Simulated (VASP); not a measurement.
A run of VASP 6.6.1:

Contents of INCAR:

```
SYSTEM = SiSn7
PREC = Accurate
ENCUT = 520
EDIFF = 1E-6
ISMEAR = 0
SIGMA = 0.1
LREAL = .False.
LASPH = .True.
NELM = 60
ALGO = Fast
ISIF = 2
LWAVE = .False.
LCHARG = .False.
GGA = PE
NBANDS = 61
```

The input KPOINTS:

```
regular mesh
0
Gamma
  6 6 6
  0 0 0
```

POSCAR

```
SiSn7
1.0
    6.5054857021      0.0000000000      0.0000000000
    0.0000000000      6.5054857021      0.0000000000
    0.0000000000      0.0000000000      6.5054857021
Si Sn
1 7
Direct
    0.0000000000      0.0000000000      0.0000000000
    0.0000000000      0.5000000000      0.5000000000
    0.2384759430      0.7615240570      0.7615240570
    0.5000000000      0.0000000000      0.5000000000
    0.7615240570      0.2384759430      0.7615240570
    0.7615240570      0.7615240570      0.2384759430
    0.5000000000      0.5000000000      0.0000000000
    0.2384759430      0.2384759430      0.2384759430
```

Potentials or basis: VASP PAW PBE potentials, release 64 (Si, Sn_d).

Run with:

```sh
$ cat potpaw_PBE.64/Si/POTCAR potpaw_PBE.64/Sn_d/POTCAR > POTCAR
$ mpirun -np 1 vasp_std > vasp.out
```

Hardware: 1 thread of AMD EPYC 9R45 96-Core Processor (Zen 5), on a shared host.

Problem. Estimate the wall time of this run.

Solution. Wall time 3.9 min on 1 thread of AMD EPYC 9R45 96-Core Processor (Zen 5), on a shared host, peak memory 0.42 GiB. Counts: scf iterations 14, k points 20.
